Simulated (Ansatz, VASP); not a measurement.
**One calculation of Hf, two programs**

The input INCAR:

```
SYSTEM = Hf
PREC = Accurate ; ENCUT = 520
EDIFF = 1E-7 ; ISMEAR = -1
SIGMA = 0.08 ; LREAL = .False.
LASPH = .True. ; NELM = 80
ALGO = Normal ; ISIF = 2
LWAVE = .False. ; LCHARG = .True.
GGA = PS ; LELF = .True.
LVHAR = .True. ; NBANDS = 11
```

Contents of KPOINTS:

```
Automatic mesh
0
Gamma
  13 13 13
  0 0 0
```

Contents of POSCAR:

```
Hf
1.0
    2.4171366562      0.0000000000      0.0000000000
    0.0000000000      2.4171366562      0.0000000000
    0.0000000000      0.0000000000      2.4171366562
Hf
1
Direct
    0.0000000000      0.0000000000      0.0000000000
```

Input for Ansatz:

```yaml
crystal:
  lattice:
    - [2.4171366562, 0.0, 0.0]
    - [0.0, 2.4171366562, 0.0]
    - [0.0, 0.0, 2.4171366562]
  atoms:
    - { symbol: Hf, position: [0.0, 0.0, 0.0] }
kpoints:
  mp_grid: { grid: [13, 13, 13] }
scf:
  occupations: { method: fermi_dirac, width: 0.08 }
hamiltonian:
  xc: pbesol
  pseudopotentials: { kind: all_electron, lapw: { basis_error: 0.001 } }
output:
  forces: true
  stress: true
  eigenvalues: true
  populations: true
```

Change from the starting cell: volume scaled by 0.6, LAPW.

Alike in both runs: task single point; functional PBEsol; k mesh 13 × 13 × 13; occupations fermi-dirac, width 0.08 eV; no spin polarisation.

|  | VASP | Ansatz |
| --- | --- | --- |
| version | VASP 6.6.1 | Ansatz 0.2.0 |
| potentials or method | VASP PAW PBE potentials, release 64 (Hf_pv), cutoff 520 eV | all-electron LAPW, scalar-relativistic |

|  | VASP | Ansatz | Ansatz less VASP |
| --- | --- | --- | --- |
| pressure (GPa) | 105.2 | 107.6 | +2.47 |

VASP's potentials were made for PBE, not for PBEsol. Both programs put the cell under a high pressure, so it lies far from rest at this level. Ansatz ran all-electron here, and VASP with PAW potentials.

Spin-orbit coupling is off throughout. Noted on VASP's run: the cell as given lies far from equilibrium.
